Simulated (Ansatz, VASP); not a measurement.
**Two plane-wave programs on GaP**

```
Ga P
1.0
     0.00000    2.95472    2.72701
     2.72701    0.00000    2.72701
     2.72701    2.95472    0.00000
Ga P
1 1
Cartesian
  0.0000 0.0000 0.0000
  4.0905 4.4321 4.0905
```

Alike in both runs: task single point; functional PBE; k mesh 10 × 10 × 10; occupations gaussian, width 0.05 eV; no spin polarisation.

```csv
,VASP,Ansatz
version,VASP 6.6.1,Ansatz 0.2.0
potentials or method,"VASP PAW PBE potentials, release 64 (Ga_d, P), cutoff 520 eV","scalar-relativistic, plane waves, PAW"
valence electrons in the cell,18,18
```

```csv
,VASP,Ansatz,Ansatz less VASP
gap on the k mesh at the Fermi level (eV),0.94,0.95,+0.005
least direct gap on the mesh (eV),0.94,0.95,+0.005
pressure (GPa),-3.6,-3.6,+0.06
"traceless stress, the component that is largest in VASP (GPa)",-4.31,-4.30,+0.004
```
